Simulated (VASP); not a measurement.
# Cr (Fd-3m) in VASP: a series of runs

Runs on Cr. Level: revPBE. Tasks: single point.

Program: VASP 6.6.1. These are calculated values, not measurements. Logs are shortened: lines on timing, memory, paths and dates and some standing lists are left out, and cuts for length are marked.

**1. The cell of the first run**

It takes space group Fd-3m (No. 227, cubic). The conventional cell has a = 5.320 Å, b = 5.320 Å, c = 5.320 Å, α = 90.00°, β = 90.00°, γ = 90.00°. Within 3.0 Å of Cr (site symmetry -43m) lie 4 Cr at 2.30 Å.

This isn't the form of Cr at room conditions, which is bcc.

**2. Single point, revPBE, collinear spin, antiferromagnetic start (18.83 Å³/atom)**

Contents of INCAR:

```
SYSTEM = Cr
  PREC = Accurate
  ENCUT = 520
  EDIFF = 1E-6
  ISMEAR = -1
  SIGMA = 0.05
  LREAL = .FALSE.
  LASPH = .TRUE.
  NELM = 150
  ALGO = Normal
  ISIF = 2
  LWAVE = .FALSE.
  LCHARG = .FALSE.
  ISPIN = 2
  MAGMOM = 2.902 -2.902
  LORBIT = 11
  LMAXMIX = 4
  GGA = RE
  NBANDS = 23
```

Contents of KPOINTS:

```
regular mesh
0
G
  11 11 11
  0 0 0
```

Contents of POSCAR:

```
Cr
1.0
    0.0000000000      2.6602350953      2.6602350953
    2.6602350953      0.0000000000      2.6602350953
    2.6602350953      2.6602350953      0.0000000000
Cr
2
Direct
    0.1250000000      0.1250000000      0.1250000000
    0.8750000000      0.8750000000      0.8750000000
```

Potentials or basis: VASP PAW PBE potentials, release 64 (Cr_pv).

Command:

```console
$ cat potpaw_PBE.64/Cr_pv/POTCAR > POTCAR
$ mpirun -np 1 vasp_std > vasp.out
```

OUTCAR:

```text
SYSTEM = Cr
   PREC = Accurate
   ENCUT = 520
   EDIFF = 1E-6
   ISMEAR = -1
   LREAL = .FALSE.
   LASPH = .TRUE.
   NELM = 150
   ISIF = 2
   ISPIN = 2
   LORBIT = 11
   GGA = RE

 ion  position               nearest neighbor table
   1  0.125  0.125  0.125-   2 2.30   2 2.30   2 2.30   2 2.30
   2  0.875  0.875  0.875-   1 2.30   1 2.30   1 2.30   1 2.30

  LATTYP: Found a face centered cubic cell.
 ALAT       =     5.3204701906

  Lattice vectors:

 A1 = (   0.0000000000,   2.6602350953,   2.6602350953)
 A2 = (   2.6602350953,   0.0000000000,   2.6602350953)
 A3 = (   2.6602350953,   2.6602350953,   0.0000000000)

Analysis of symmetry for initial positions (statically):
=====================================================================
 Subroutine PRICEL returns:
 Original cell was already a primitive cell.

 Routine SETGRP: Setting up the symmetry group for a
 face centered cubic supercell.

 Subroutine GETGRP returns: Found 48 space group operations
 (whereof 12 operations were pure point group operations)
 out of a pool of 48 trial point group operations.

The static configuration has the point symmetry D_3d.
 The point group associated with its full space group is O_h .

Analysis of symmetry for dynamics (positions and initial velocities):
=====================================================================
 Subroutine PRICEL returns:
 Original cell was already a primitive cell.

 Routine SETGRP: Setting up the symmetry group for a
 face centered cubic supercell.

 Subroutine GETGRP returns: Found 48 space group operations
 (whereof 12 operations were pure point group operations)
 out of a pool of 48 trial point group operations.

The dynamic configuration has the point symmetry D_3d.
 The point group associated with its full space group is O_h .

Analysis of structural, dynamic, and magnetic symmetry:
=====================================================================
 Subroutine PRICEL returns:
 Original cell was already a primitive cell.

 Routine SETGRP: Setting up the symmetry group for a
 face centered cubic supercell.

 Subroutine GETGRP returns: Found 48 space group operations
 (whereof 12 operations were pure point group operations)
 out of a pool of 48 trial point group operations.

The overall configuration has the point symmetry D_3d.
 The point group associated with its full space group is O_h .

 Subroutine INISYM returns: Found 48 space group operations
 (whereof 12 operations are pure point group operations),
 and found     1 'primitive' translations

----------------------------------------------------------------------------------------

                                     Primitive cell

  volume of cell :      37.6522

  direct lattice vectors                    reciprocal lattice vectors
     0.000000000  2.660235095  2.660235095    -0.187953313  0.187953313  0.187953313
     2.660235095  0.000000000  2.660235095     0.187953313 -0.187953313  0.187953313
     2.660235095  2.660235095  0.000000000     0.187953313  0.187953313 -0.187953313

  length of vectors
     3.762140551  3.762140551  3.762140551     0.325544688  0.325544688  0.325544688

  position of ions in fractional coordinates (direct lattice)
     0.125000000  0.125000000  0.125000000
     0.875000000  0.875000000  0.875000000

  ion indices of the primitive-cell ions
   primitive index   ion index
                 1           1
                 2           2

----------------------------------------------------------------------------------------

 KPOINTS: regular mesh

Automatic generation of k-mesh.
 Grid dimensions read from file:
 generate k-points for:   11   11   11

 Generating k-lattice:

  Cartesian coordinates                     Fractional coordinates (reciprocal lattice)
    -0.017086665  0.017086665  0.017086665     0.090909091  0.000000000  0.000000000
     0.017086665 -0.017086665  0.017086665     0.000000000  0.090909091  0.000000000
     0.017086665  0.017086665 -0.017086665     0.000000000  0.000000000  0.090909091

  Length of vectors
     0.029594972  0.029594972  0.029594972

  Shift w.r.t. Gamma in fractional coordinates (k-lattice)
     0.000000000  0.000000000  0.000000000

 Subroutine IBZKPT returns following result:
 ===========================================

 Found     56 irreducible k-points:

 Following reciprocal coordinates:
            Coordinates               Weight
  0.000000  0.000000  0.000000      1.000000
  0.090909  0.000000  0.000000      8.000000
  0.181818  0.000000  0.000000      8.000000
  0.272727  0.000000  0.000000      8.000000
  0.363636  0.000000  0.000000      8.000000
  0.454545  0.000000  0.000000      8.000000
[... 16 lines left out ...]
 -0.272727  0.181818  0.000000     24.000000
 -0.181818  0.181818  0.000000     12.000000
 [... further k-points ...]
   k-points           NKPTS =     56   k-points in BZ     NKDIM =     56   number of bands    NBANDS=     23
   number of dos      NEDOS =    301   number of ions     NIONS =      2
   total plane-waves  NPLWV =  21952
   dimension x,y,z NGX =    28 NGY =   28 NGZ =   28
   dimension x,y,z NGXF=    56 NGYF=   56 NGZF=   56
   ions per type =               2
   NGX,Y,Z   is equivalent  to a cutoff of  12.37, 12.37, 12.37 a.u.
   NGXF,Y,Z  is equivalent  to a cutoff of  24.75, 24.75, 24.75 a.u.
 SYSTEM =  Cr
   PREC   = accura    normal or accurate (medium, high low for compatibility)
   ISTART =      0    job   : 0-new  1-cont  2-samecut
   ICHARG =      2    charge: 1-file 2-atom 10-const
   ISPIN  =      2    spin polarized calculation?
   LNONCOLLINEAR =      F non collinear calculations
   LSORBIT =      F    spin-orbit coupling
   LASPH  =      T    aspherical Exc in radial PAW
   ENCUT  =  520.0 eV  38.22 Ry    6.18 a.u.   7.00  7.00  7.00*2*pi/ulx,y,z
   NELM   =    150;   NELMIN=  2; NELMDL= -5     # of ELM steps
   EDIFF  = 0.1E-05   stopping-criterion for ELM
   LREAL  =      F    real-space projection
   EDIFFG = 0.1E-04   stopping-criterion for IOM
   NSW    =      0    number of steps for IOM
   IBRION =     -1    ionic relax: 0-MD 1-quasi-New 2-CG
   NFREE  =      0    steps in history (QN), initial steepest desc. (CG)
   ISIF   =      2    stress and relaxation
   ISYM   =      2    0-nonsym 1-usesym 2-fastsym
   POTIM  = 0.5000    time-step for ionic-motion
   TEBEG  =    0.0;   TEEND  =   0.0 temperature during run
   PSTRESS=    0.0 pullay stress
   NELECT =      24.0000    total number of electrons
   NUPDOWN=      -1.0000    fix difference up-down
   EMIN   =  10.00;   EMAX   =-10.00  energy-range for DOS
   EFERMI =   0.00;   METHOD = LEGACY
   ISMEAR =    -1;   SIGMA  =   0.05  broadening in eV -4-tet -1-fermi 0-gaus
   EFERMI_NEDOS =   21; number of points for ismear=-14 and -15
   IALGO  =     38    algorithm
   IMIX   =      4    mixing-type and parameters
     AMIX     =   0.40;   BMIX     =  1.00
     AMIX_MAG =   1.60;   BMIX_MAG =  1.00
  volume/ion in A,a.u.               =      18.83       127.04
  Fermi-wavevector in a.u.,A,eV,Ry     =   1.408906  2.662446 27.007768  1.985015
  Thomas-Fermi vector in A             =   2.531016
   LORBIT       =     11    0 simple, 1 ext, 2 COOP (PROOUT), +10 PAW based schemes
   GGA     = RE    functional components
   LHFCALC =     F    Hartree Fock is set to
   AEXX    =    0.0000 exact exchange contribution
   IVDW    =     0    specifies the selected vdW correction
   LEPSILON=     F    determine dielectric tensor
   LRPA    =     F    only Hartree local field effects (RPA)
 spin polarized calculation
  energy-cutoff  :      520.00
  volume of cell :       37.65
 maximum number of plane-waves:      1028
   NGX = 13   NGY = 13   NGZ = 13

 number of electron      24.0000000 magnetization      -0.0000000

 number of electron      24.0000022 magnetization       0.0000000

 Free energy of the ion-electron system (eV)
  ---------------------------------------------------
  ext. energy  EPLUGINS =         0.00000000
  ---------------------------------------------------
  free energy    TOTEN  =       -14.57945163 eV

  energy without entropy =      -14.57165287  energy(sigma->0) =      -14.57555225

 E-fermi :   5.3089     XC(G=0): -10.5142

 val. band max:        5.2389410199   @ k =  -0.3636   0.3636   0.0000
 cond. band min:       5.3142232215   @ k =  -0.2727   0.4545   0.1818
 fundamental gap:      0.0752822016
 Fermi energy:         5.3089473163

 spin component 1

 k-point     1 :       0.0000    0.0000    0.0000
  band No.  band energies     occupation
      1     -37.9558      1.00000
      2     -37.9558      1.00000
      3     -37.9558      1.00000
      4     -35.1003      1.00000
      5     -35.1003      1.00000
      6     -35.1003      1.00000
[... 15 lines left out ...]
     22      18.1254      0.00000
     23      18.5273      0.00000

 k-point     2 :       0.0909    0.0000    0.0000
  band No.  band energies     occupation
      1     -37.9570      1.00000
      2     -37.9570      1.00000
      3     -37.9562      1.00000
      4     -35.1012      1.00000
      5     -35.0991      1.00000
      6     -35.0991      1.00000
[... 15 lines left out ...]
     22      17.4312      0.00000
     23      18.0854      0.00000

 k-point     3 :       0.1818    0.0000    0.0000
  band No.  band energies     occupation
      1     -37.9602      1.00000
      2     -37.9602      1.00000
      3     -37.9572      1.00000
      4     -35.1036      1.00000
      5     -35.0958      1.00000
      6     -35.0958      1.00000
[... 15 lines left out ...]
     22      16.6615      0.00000
     23      17.3291      0.00000
[... 495 lines left out ...]
 k-point    23 :      -0.2727    0.1818    0.0000
  band No.  band energies     occupation
      1     -37.9832      1.00000
      2     -37.9686      1.00000
      3     -37.9471      1.00000
      4     -35.1180      1.00000
      5     -35.0872      1.00000
      6     -35.0779      1.00000
[... 15 lines left out ...]
     22      16.2145      0.00000
     23      16.4059      0.00000

 k-point    24 :      -0.1818    0.1818    0.0000
  band No.  band energies     occupation
      1     -37.9758      1.00000
      2     -37.9642      1.00000
      3     -37.9507      1.00000
      4     -35.1129      1.00000
      5     -35.0916      1.00000
      6     -35.0834      1.00000
[... 15 lines left out ...]
     22      16.5676      0.00000
     23      16.7931      0.00000

 [... further k-points ...]

 spin component 2

 k-point     1 :       0.0000    0.0000    0.0000
  band No.  band energies     occupation
      1     -37.9558      1.00000
      2     -37.9558      1.00000
      3     -37.9558      1.00000
      4     -35.1003      1.00000
      5     -35.1003      1.00000
      6     -35.1003      1.00000
[... 15 lines left out ...]
     22      18.1254      0.00000
     23      18.5273      0.00000

 k-point     2 :       0.0909    0.0000    0.0000
  band No.  band energies     occupation
      1     -37.9570      1.00000
      2     -37.9570      1.00000
      3     -37.9562      1.00000
      4     -35.1012      1.00000
      5     -35.0991      1.00000
      6     -35.0991      1.00000
[... 15 lines left out ...]
     22      17.4312      0.00000
     23      18.0854      0.00000

 k-point     3 :       0.1818    0.0000    0.0000
  band No.  band energies     occupation
      1     -37.9602      1.00000
      2     -37.9602      1.00000
      3     -37.9572      1.00000
      4     -35.1036      1.00000
      5     -35.0958      1.00000
      6     -35.0958      1.00000
[... 15 lines left out ...]
     22      16.6615      0.00000
     23      17.3291      0.00000
[... 495 lines left out ...]
 k-point    23 :      -0.2727    0.1818    0.0000
  band No.  band energies     occupation
      1     -37.9832      1.00000
      2     -37.9686      1.00000
      3     -37.9471      1.00000
      4     -35.1180      1.00000
      5     -35.0872      1.00000
      6     -35.0779      1.00000
[... 15 lines left out ...]
     22      16.2145      0.00000
     23      16.4059      0.00000

 k-point    24 :      -0.1818    0.1818    0.0000
  band No.  band energies     occupation
      1     -37.9758      1.00000
      2     -37.9642      1.00000
      3     -37.9507      1.00000
      4     -35.1129      1.00000
      5     -35.0916      1.00000
      6     -35.0834      1.00000
[... 15 lines left out ...]
     22      16.5676      0.00000
     23      16.7931      0.00000

 [... further k-points ...]
[... 5 lines left out ...]
  --------------------------------------------------------------------------------------
  -------------------------------------------------------------------------------------
  Total        1.1288022      1.1288022      1.1288022      0.0000000      0.0000000      0.0000000
  in kB       48.0328515     48.0328515     48.0328515      0.0000000      0.0000000      0.0000000
  external PRESSURE =      48.0328515 kB  Pullay stress =       0.0000000 kB

 VOLUME and BASIS-vectors are now :
 -----------------------------------------------------------------------------
  energy-cutoff  :      520.00
  volume of cell :       37.65
      direct lattice vectors                 reciprocal lattice vectors
     0.000000000  2.660235095  2.660235095    -0.187953313  0.187953313  0.187953313
     2.660235095  0.000000000  2.660235095     0.187953313 -0.187953313  0.187953313
     2.660235095  2.660235095  0.000000000     0.187953313  0.187953313 -0.187953313

 POSITION                                       TOTAL-FORCE (eV/Angst)
 -----------------------------------------------------------------------------------
      0.66506      0.66506      0.66506         0.000000     -0.000000     -0.000000
      4.65541      4.65541      4.65541        -0.000000      0.000000      0.000000
 -----------------------------------------------------------------------------------
    total drift:                                0.000000      0.000000     -0.000000

  FREE ENERGIE OF THE ION-ELECTRON SYSTEM (eV)
  ---------------------------------------------------
  free  energy   TOTEN  =       -14.5794516310 eV

  energy  without entropy=      -14.5716528706  energy(sigma->0) =      -14.57555225

 total charge

# of ion       s       p       d       tot
------------------------------------------
    1        0.434   6.141   4.369  10.945
    2        0.434   6.141   4.369  10.945
--------------------------------------------------
tot          0.869  12.283   8.738  21.889

 magnetization (x)

# of ion       s       p       d       tot
------------------------------------------
    1        0.029  -0.051   2.807   2.785
    2       -0.029   0.051  -2.807  -2.785
--------------------------------------------------
tot          0.000   0.000   0.000   0.000
```

Run time: 49 s. Hardware: 1 thread of Intel Xeon Platinum 8559C (Emerald Rapids), shared host; peak memory 0.2 GiB.

Results:

- Free energy: -14.5795 eV
- Pressure: 4.8 GPa
- Band gap on the k mesh: zero (filled and empty bands overlap)
- Net moment: 0.00 μB per cell
- Site moments: Cr +2.79, -2.79 μB
- Valence electrons inside the program's atomic spheres: Cr 10.95

Levels at points of the mesh, in eV from the Fermi level:
Spin up:
| k point | band 8 | band 9 | band 10 | band 11 | band 12 | band 13 | band 14 | band 15 | band 16 | band 17 |
| --- | --- | --- | --- | --- | --- | --- | --- | --- | --- | --- |
| (0.00, 0.00, 0.00) | -1.29 | -1.29 | -1.11 | -1.11 | -1.11 | 1.72 | 1.72 | 1.72 | 3.50 | 3.50 |
Spin down:
```tsv
k point	band 8	band 9	band 10	band 11	band 12	band 13	band 14	band 15	band 16	band 17
(0.00, 0.00, 0.00)	-1.29	-1.29	-1.11	-1.11	-1.11	1.72	1.72	1.72	3.50	3.50
```

Caveat: the cell stands under pressure; an empty level that is flat over the whole mesh can mark a ghost state of the potentials, or a narrow d or f band; the antiferromagnetic order is the one typed at the start, and another may lie lower; the PAW data sets were made with another functional, which shifts forces and pressure a little.

**3. Single point, revPBE, collinear spin, antiferromagnetic start (19.68 Å³/atom)**

This run uses another cell than the first one, of 19.68 Å³/atom.

Contents of INCAR:

```
PREC = Accurate
ENCUT = 520
EDIFF = 1E-7
ISMEAR = -1
SIGMA = 0.05
LREAL = False
LASPH = True
NELM = 150
ALGO = Normal
ISIF = 2
LWAVE = False
LCHARG = True
ISPIN = 2
MAGMOM = 2.902 -2.902
LORBIT = 11
LMAXMIX = 4
GGA = RE
LELF = True
LVHAR = True
NBANDS = 23
```

Contents of KPOINTS:

```
regular mesh
0
Gamma
  11 11 11
```

Contents of POSCAR:

```
Cr
1.0
    0.0000000000      2.6999459513      2.6999459513
    2.6999459513      0.0000000000      2.6999459513
    2.6999459513      2.6999459513      0.0000000000
Cr
2
Direct
    0.1250000000      0.1250000000      0.1250000000
    0.8750000000      0.8750000000      0.8750000000
```

Potentials or basis: VASP PAW PBE potentials, release 64 (Cr_pv).

Command:

```console
$ cat potpaw_PBE.64/Cr_pv/POTCAR > POTCAR
$ mpirun -np 1 vasp_std > vasp.out
```

It took 54 s on 1 thread of Intel Xeon Platinum 8559C (Emerald Rapids), shared host; peak memory 0.21 GiB.

The run converged. Its results:

| Item | Value |
| --- | --- |
| Free energy | -14.6205 eV |
| Pressure | 2.9 GPa |
| Band gap on the k mesh | zero (filled and empty bands overlap) |
| Net moment | 0.00 μB per cell |
| Site moments | Cr +2.92, -2.92 μB |
| Valence electrons inside the program's atomic spheres | Cr 10.89 |

Levels at points of the mesh, in eV from the Fermi level:
Spin up:
| k point | band 9 | band 10 | band 11 | band 12 | band 13 | band 14 | band 15 | band 16 |
| --- | --- | --- | --- | --- | --- | --- | --- | --- |
| (0.00, 0.00, 0.00) | -1.17 | -1.05 | -1.05 | -1.05 | 1.80 | 1.80 | 1.80 | 3.50 |
Spin down:
```tsv
k point	band 8	band 9	band 10	band 11	band 12	band 13	band 14	band 15	band 16	band 17
(0.00, 0.00, 0.00)	-1.17	-1.17	-1.05	-1.05	-1.05	1.80	1.80	1.80	3.50	3.50
```

Caveat: an empty level that is flat over the whole mesh can mark a ghost state of the potentials, or a narrow d or f band; the antiferromagnetic order is the one typed at the start, and another may lie lower; the PAW data sets were made with another functional, which shifts forces and pressure a little.

The gap in the log of VASP goes by the Fermi energy; the results here count the filled bands.